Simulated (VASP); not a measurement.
# Si16H4CO in VASP: single point with PBE+D3(BJ)

Aim: the single point of Si16H4CO with PBE+D3(BJ).

Program: VASP 6.6.1. These are calculated values, not measurements. Logs are shortened: lines on timing, memory, paths and dates and some standing lists are left out, and cuts for length are marked.

### Step 1. The cell of the first run

The cell holds a slab with vacuum, 22 atoms: a = 7.679 Å, b = 7.679 Å, c = 17.419 Å, α = 90.00°, β = 90.00°, γ = 60.00°.

### Step 2. Single point, PBE+D3(BJ)

INCAR

```
SYSTEM = Si16H4CO
  PREC = Accurate
  ENCUT = 520
  EDIFF = 1E-6
  ISMEAR = 0
  SIGMA = 0.02
  LREAL = Auto
  LASPH = .TRUE.
  NELM = 60
  ALGO = Normal
  ISIF = 2
  LWAVE = .FALSE.
  LCHARG = .FALSE.
  GGA = PE
  IVDW = 12
  NBANDS = 56
```

KPOINTS

```
Automatic mesh
0
G
  2 2 1
  0 0 0
```

POSCAR

```
Si16H4CO
1.0
    7.6791800000      0.0000000000      0.0000000000
    3.8395900000      6.6503650000      0.0000000000
    0.0000000000      0.0000000000     17.4187650000
H Si C O
4 16 1 1
Direct
    0.1666667000      0.1666667000      0.0574094000
    0.6666667000      0.1666667000      0.0574094000
    0.1666667000      0.6666667000      0.0574094000
    0.6666667000      0.6666667000      0.0574094000
    0.1666667000      0.1666667000      0.1435234000
    0.6666667000      0.1666667000      0.1435234000
    0.1666667000      0.6666667000      0.1435234000
    0.6666667000      0.6666667000      0.1435234000
   -0.1629521345      0.3363470717      0.1919554053
    0.3324349125      0.3335081557      0.1781596027
   -0.1680176048      0.8336368305      0.1860485755
    0.3353110559      0.8307115096      0.1943266659
   -0.1921055131      0.2729348377      0.3318247577
    0.2934613249      0.3263797335      0.3068396993
   -0.1822252528      0.8285295104      0.3200896128
    0.3180574652      0.8106668358      0.3350117105
   -0.0062935792     -0.0417111297      0.3922045378
    0.4784768361      0.0087115031      0.3605818886
   -0.0544642140      0.4794381799      0.3269486037
    0.4695775625      0.4556252787      0.3720206917
    0.4925919151      0.1775375812      0.4518108019
    0.4735140259      0.1741791901      0.5184526949
```

Potentials or basis: VASP PAW PBE potentials, release 64 (H, Si, C, O).

Started as:

```bash
$ cat potpaw_PBE.64/H/POTCAR potpaw_PBE.64/Si/POTCAR potpaw_PBE.64/C/POTCAR potpaw_PBE.64/O/POTCAR > POTCAR
$ mpirun -np 1 vasp_std > vasp.out
```

OUTCAR:

```text
SYSTEM = Si16H4CO
   PREC = Accurate
   ENCUT = 520
   EDIFF = 1E-6
   ISMEAR = 0
   LREAL = Auto
   LASPH = .TRUE.
   NELM = 60
   ISIF = 2
   GGA = PE
   IVDW = 12
 IVDW          = 12

 ion  position               nearest neighbor table
   1  0.167  0.167  0.057-   5 1.50
   2  0.667  0.167  0.057-   6 1.50
   3  0.167  0.667  0.057-   7 1.50
   4  0.667  0.667  0.057-   8 1.50
   5  0.167  0.167  0.144-   1 1.50  10 2.29   9 2.35  12 2.40
   6  0.667  0.167  0.144-   2 1.50  10 2.30  11 2.34   9 2.41
   7  0.167  0.667  0.144-   3 1.50  10 2.30  11 2.35  12 2.38
   8  0.667  0.667  0.144-   4 1.50  11 2.33   9 2.35  12 2.37
   9  0.837  0.336  0.192-   5 2.35   8 2.35   6 2.41  13 2.52  19 2.89
  10  0.332  0.334  0.178-  14 2.27   5 2.29   7 2.30   6 2.30
  11  0.832  0.834  0.186-   8 2.33   6 2.34  15 2.34   7 2.35
  12  0.335  0.831  0.194-   8 2.37   7 2.38   5 2.40  16 2.46
  13  0.808  0.273  0.332-  19 2.31  17 2.35  20 2.36   9 2.52
  14  0.293  0.326  0.307-  10 2.27  18 2.32  20 2.33  19 2.35
  15  0.818  0.829  0.320-  11 2.34  19 2.35  18 2.37  17 2.40
  16  0.318  0.811  0.335-  17 2.38  18 2.43  20 2.46  12 2.46
  17  0.994  0.958  0.392-  13 2.35  16 2.38  15 2.40
  18  0.478  0.009  0.361-  21 2.09  14 2.32  15 2.37  16 2.43
  19  0.946  0.479  0.327-  13 2.31  14 2.35  15 2.35   9 2.89
  20  0.470  0.456  0.372-  14 2.33  13 2.36  16 2.46  21 2.48
  21  0.493  0.178  0.452-  22 1.17  18 2.09  20 2.48
  22  0.474  0.174  0.518-  21 1.17

  LATTYP: Found a hexagonal cell.
 ALAT       =     7.6791800344
 C/A-ratio  =     2.2683105386

  Lattice vectors:

 A1 = (  -3.8395900000,  -6.6503650000,   0.0000000000)
 A2 = (   7.6791800000,   0.0000000000,   0.0000000000)
 A3 = (   0.0000000000,   0.0000000000,  17.4187650000)

Analysis of symmetry for initial positions (statically):
=====================================================================
 Subroutine PRICEL returns:
 Original cell was already a primitive cell.

 Routine SETGRP: Setting up the symmetry group for a
 hexagonal supercell.

 Subroutine GETGRP returns: Found  1 space group operations
 (whereof  1 operations were pure point group operations)
 out of a pool of 24 trial point group operations.

The static configuration has the point symmetry C_1 .

Analysis of symmetry for dynamics (positions and initial velocities):
=====================================================================
 Subroutine PRICEL returns:
 Original cell was already a primitive cell.

 Routine SETGRP: Setting up the symmetry group for a
 hexagonal supercell.

 Subroutine GETGRP returns: Found  1 space group operations
 (whereof  1 operations were pure point group operations)
 out of a pool of 24 trial point group operations.

The dynamic configuration has the point symmetry C_1 .

 Subroutine INISYM returns: Found  1 space group operations
 (whereof  1 operations are pure point group operations),
 and found     1 'primitive' translations

----------------------------------------------------------------------------------------

                                     Primitive cell

  volume of cell :     889.5650

  direct lattice vectors                    reciprocal lattice vectors
     7.679180000  0.000000000  0.000000000     0.130222237 -0.075183843  0.000000000
     3.839590000  6.650365000  0.000000000     0.000000000  0.150367687  0.000000000
     0.000000000  0.000000000 17.418765000     0.000000000  0.000000000  0.057409351

  length of vectors
     7.679180000  7.679180034 17.418765000     0.150367687  0.150367687  0.057409351

  position of ions in fractional coordinates (direct lattice)
     0.166666700  0.166666700  0.057409400
     0.666666700  0.166666700  0.057409400
     0.166666700  0.666666700  0.057409400
     0.666666700  0.666666700  0.057409400
     0.166666700  0.166666700  0.143523400
     0.666666700  0.166666700  0.143523400
[... 14 lines left out ...]
     0.492591915  0.177537581  0.451810802
     0.473514026  0.174179190  0.518452695

  ion indices of the primitive-cell ions
   primitive index   ion index
                 1           1
                 2           2
                 3           3
                 4           4
                 5           5
                 6           6
[... 14 lines left out ...]
                21          21
                22          22

----------------------------------------------------------------------------------------

 KPOINTS: Automatic mesh

Automatic generation of k-mesh.
 Grid dimensions read from file:
 generate k-points for:    2    2    1

 Generating k-lattice:

  Cartesian coordinates                     Fractional coordinates (reciprocal lattice)
     0.065111119 -0.037591922  0.000000000     0.500000000 -0.000000000  0.000000000
     0.000000000  0.075183843  0.000000000     0.000000000  0.500000000  0.000000000
     0.000000000  0.000000000  0.057409351     0.000000000  0.000000000  1.000000000

  Length of vectors
     0.075183844  0.075183843  0.057409351

  Shift w.r.t. Gamma in fractional coordinates (k-lattice)
     0.000000000  0.000000000  0.000000000

 Subroutine IBZKPT returns following result:
 ===========================================

 Found      4 irreducible k-points:

 Following reciprocal coordinates:
            Coordinates               Weight
  0.000000  0.000000  0.000000      1.000000
  0.500000 -0.000000  0.000000      1.000000
  0.500000  0.500000  0.000000      1.000000
  0.000000  0.500000  0.000000      1.000000
   k-points           NKPTS =      4   k-points in BZ     NKDIM =      4   number of bands    NBANDS=     56
   number of dos      NEDOS =    301   number of ions     NIONS =     22
   total plane-waves  NPLWV = 504000
   dimension x,y,z NGX =    60 NGY =   60 NGZ =  140
   dimension x,y,z NGXF=   120 NGYF=  120 NGZF=  280
   ions per type =               4  16   1   1
   NGX,Y,Z   is equivalent  to a cutoff of  12.99, 12.99, 13.36 a.u.
   NGXF,Y,Z  is equivalent  to a cutoff of  25.98, 25.98, 26.72 a.u.
 SYSTEM =  Si16H4CO
   PREC   = accura    normal or accurate (medium, high low for compatibility)
   ISTART =      0    job   : 0-new  1-cont  2-samecut
   ICHARG =      2    charge: 1-file 2-atom 10-const
   ISPIN  =      1    spin polarized calculation?
   LNONCOLLINEAR =      F non collinear calculations
   LSORBIT =      F    spin-orbit coupling
   LASPH  =      T    aspherical Exc in radial PAW
   ENCUT  =  520.0 eV  38.22 Ry    6.18 a.u.  14.28 14.28 32.39*2*pi/ulx,y,z
   NELM   =     60;   NELMIN=  2; NELMDL= -5     # of ELM steps
   EDIFF  = 0.1E-05   stopping-criterion for ELM
   LREAL  =      T    real-space projection
   EDIFFG = 0.1E-04   stopping-criterion for IOM
   NSW    =      0    number of steps for IOM
   IBRION =     -1    ionic relax: 0-MD 1-quasi-New 2-CG
   NFREE  =      0    steps in history (QN), initial steepest desc. (CG)
   ISIF   =      2    stress and relaxation
   ISYM   =      2    0-nonsym 1-usesym 2-fastsym
   POTIM  = 0.5000    time-step for ionic-motion
   TEBEG  =    0.0;   TEEND  =   0.0 temperature during run
   PSTRESS=    0.0 pullay stress
   NELECT =      78.0000    total number of electrons
   NUPDOWN=      -1.0000    fix difference up-down
   EMIN   =  10.00;   EMAX   =-10.00  energy-range for DOS
   EFERMI =   0.00;   METHOD = LEGACY
   ISMEAR =     0;   SIGMA  =   0.02  broadening in eV -4-tet -1-fermi 0-gaus
   EFERMI_NEDOS =   21; number of points for ismear=-14 and -15
   IALGO  =     38    algorithm
   IMIX   =      4    mixing-type and parameters
     AMIX     =   0.40;   BMIX     =  1.00
     AMIX_MAG =   1.60;   BMIX_MAG =  1.00
  volume/ion in A,a.u.               =      40.43       272.87
  Fermi-wavevector in a.u.,A,eV,Ry     =   0.727300  1.374398  7.197017  0.528966
  Thomas-Fermi vector in A             =   1.818489
   LORBIT       =      0    0 simple, 1 ext, 2 COOP (PROOUT), +10 PAW based schemes
   GGA     = PE    functional components
   LHFCALC =     F    Hartree Fock is set to
   AEXX    =    0.0000 exact exchange contribution
   IVDW    =    12    specifies the selected vdW correction
   LEPSILON=     F    determine dielectric tensor
   LRPA    =     F    only Hartree local field effects (RPA)
 non-spin polarized calculation
 Gauss-broadening in eV      SIGMA  =   0.02
  energy-cutoff  :      520.00
  volume of cell :      889.57
 maximum number of plane-waves:     23990
 NGX is ok and might be reduce to    60
   NGX = 29   NGY = 29   NGZ = 65

 number of electron      78.0000003 magnetization

 Free energy of the ion-electron system (eV)
  ---------------------------------------------------
  ext. energy  EPLUGINS =         0.00000000
  ---------------------------------------------------
  free energy    TOTEN  =      -109.92244980 eV

  energy without entropy =     -109.92244980  energy(sigma->0) =     -109.92244980

 E-fermi :  -0.8939     XC(G=0):  -4.5916

 val. band max:       -1.0467456418   @ k =   0.0000   0.5000   0.0000
 cond. band min:      -0.3525461126   @ k =   0.0000   0.0000   0.0000
 fundamental gap:      0.6941995292
 Fermi energy:        -0.8938685918

 k-point     1 :       0.0000    0.0000    0.0000
  band No.  band energies     occupation
      1     -24.0501      2.00000
      2     -12.4482      2.00000
      3     -11.4414      2.00000
      4     -10.4942      2.00000
      5     -10.1942      2.00000
      6      -9.9006      2.00000
[... 43 lines left out ...]
     50       1.6519      0.00000
     51       1.9224      0.00000

 k-point     2 :       0.5000   -0.0000    0.0000
  band No.  band energies     occupation
      1     -24.0502      2.00000
      2     -11.8837      2.00000
      3     -11.7226      2.00000
      4     -11.0174      2.00000
      5     -10.3729      2.00000
      6     -10.2351      2.00000
[... 43 lines left out ...]
     50       2.5850      0.00000
     51       2.7352      0.00000

 k-point     3 :       0.5000    0.5000    0.0000
  band No.  band energies     occupation
      1     -24.0502      2.00000
      2     -11.9863      2.00000
      3     -11.4889      2.00000
      4     -11.1001      2.00000
      5     -10.3909      2.00000
      6     -10.3306      2.00000
[... 43 lines left out ...]
     50       2.5395      0.00000
     51       2.5966      0.00000

 k-point     4 :       0.0000    0.5000    0.0000
  band No.  band energies     occupation
      1     -24.0502      2.00000
      2     -11.9643      2.00000
      3     -11.5723      2.00000
      4     -11.0467      2.00000
      5     -10.4423      2.00000
      6     -10.2501      2.00000
[... 43 lines left out ...]
     50       2.4378      0.00000
     51       2.6904      0.00000
 [bands above 51 left out]

------------------------ aborting loop because EDIFF is reached ----------------------------------------

 Edisp (eV)   -4.04407

 E8    (eV) :    -1.7015

  FORCE on cell =-STRESS in cart. coord.  units (eV):
  Direction    XX          YY          ZZ          XY          YZ          ZX
  --------------------------------------------------------------------------------------
  -------------------------------------------------------------------------------------
  Total      -2.11328    -2.74668     0.97936    -3.22412     0.01126     0.05836
  in kB      -3.80618    -4.94699     1.76390    -5.80690     0.02029     0.10511
  external pressure =       -2.33 kB  Pullay stress =        0.00 kB

 VOLUME and BASIS-vectors are now :
 -----------------------------------------------------------------------------
  energy-cutoff  :      520.00
  volume of cell :      889.57
      direct lattice vectors                 reciprocal lattice vectors
     7.679180000  0.000000000  0.000000000     0.130222237 -0.075183843  0.000000000
     3.839590000  6.650365000  0.000000000     0.000000000  0.150367687  0.000000000
     0.000000000  0.000000000 17.418765000     0.000000000  0.000000000  0.057409351

 POSITION                                       TOTAL-FORCE (eV/Angst)
 -----------------------------------------------------------------------------------
      1.91980      1.10839      1.00000        -0.251344     -0.206518     -0.079767
      5.75939      1.10839      1.00000         0.191004      0.050031     -0.066644
      3.83959      4.43358      1.00000         0.071787      0.164314     -0.062542
      7.67918      4.43358      1.00000        -0.141132     -0.076333     -0.069560
      1.91980      1.10839      2.50000        -0.226320     -0.526633     -0.008123
      5.75939      1.10839      2.50000         0.423486     -0.003115      0.052329
[... 14 lines left out ...]
      4.46437      1.18069      7.86999         0.093358     -0.006045     -0.723037
      4.30498      1.15836      9.03081        -0.106859     -0.017047      0.704127
 -----------------------------------------------------------------------------------
    total drift:                               -0.005928      0.000264     -0.014115

  FREE ENERGIE OF THE ION-ELECTRON SYSTEM (eV)
  ---------------------------------------------------
  free  energy   TOTEN  =      -113.9665190076 eV

  energy  without entropy=     -113.9665190076  energy(sigma->0) =     -113.96651901
```

Wall time 7.7 min (1 thread of Intel Xeon Platinum 8375C at 2.90GHz (Ice Lake), shared host); peak memory 0.99 GiB.

What came out:

```
Free energy                : -113.9665 eV
Largest force              : 0.729 eV/Å
Band gap on the k mesh     : 0.69 eV, direct
Dispersion energy per atom : -0.184 eV
```

Forces in eV/Å, atoms in the order of the input:
```
H   -0.251 -0.207 -0.080
H    0.191  0.050 -0.067
H    0.072  0.164 -0.063
H   -0.141 -0.076 -0.070
Si  -0.226 -0.527 -0.008
Si   0.423 -0.003  0.052
Si   0.153  0.435 -0.005
Si  -0.209  0.182  0.239
Si  -0.004 -0.010 -0.015
Si  -0.007  0.000  0.011
Si  -0.001 -0.007  0.004
Si  -0.005 -0.003  0.002
Si   0.002  0.005  0.015
Si   0.000  0.005 -0.011
Si   0.011  0.016  0.004
Si  -0.001  0.012  0.005
Si  -0.001 -0.004 -0.015
Si   0.008  0.006  0.015
Si   0.002 -0.008 -0.003
Si  -0.001 -0.008  0.007
C    0.093 -0.006 -0.723
O   -0.107 -0.017  0.704
```

Levels at points of the mesh, in eV from the valence-band top:
```tsv
k point	band 37	band 38	band 39	band 40	band 41	band 42
(0.00, 0.00, 0.00)	-0.23	-0.19	0.00	0.69	0.96	1.41
(0.50, 0.00, 0.00)	-0.73	-0.33	-0.16	0.82	1.16	1.91
(0.50, 0.50, 0.00)	-0.58	-0.20	-0.02	0.80	1.33	1.91
(0.00, 0.50, 0.00)	-0.65	-0.30	0.00	0.97	1.26	1.88
```

Caveat: the k points lie up to 0.47 Å⁻¹ apart.
